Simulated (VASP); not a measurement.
A run of VASP 6.6.1 is set up as follows.

INCAR

```
SYSTEM = ZrSc
PREC = Accurate
ENCUT = 520
EDIFF = 1E-6
ISMEAR = -1
SIGMA = 0.15
LREAL = .FALSE.
LASPH = .TRUE.
NELM = 60
ALGO = Normal
ISIF = 2
LWAVE = .FALSE.
LCHARG = .FALSE.
GGA = PS
NBANDS = 18
```

File KPOINTS:

```
regular mesh
0
G
  10 10 6
  0 0 0
```

POSCAR

```
ZrSc
1.0
    3.2158342570      0.0000000000      0.0000000000
   -1.6079122306      2.7849926947      0.0000000000
    0.0000000000      0.0000000000      5.0497761863
Zr Sc
1 1
Direct
    0.6666666667      0.3333333333      0.0000000000
    0.0000000000      0.0000000000      0.5000000000
```

Potentials or basis: VASP PAW PBE potentials, release 64 (Zr_sv, Sc_sv).

Command:

```sh
$ cat potpaw_PBE.64/Zr_sv/POTCAR potpaw_PBE.64/Sc_sv/POTCAR > POTCAR
$ mpirun -np 1 vasp_std > vasp.out
```

Q: What does it give for the pressure?

A: 1.0 GPa.

Stress tensor (GPa, compression positive):
```
0.64 0.00 0.00
0.00 0.64 0.00
0.00 0.00 1.83
```

Caveat: the PAW data sets were made with another functional, which shifts forces and pressure a little.
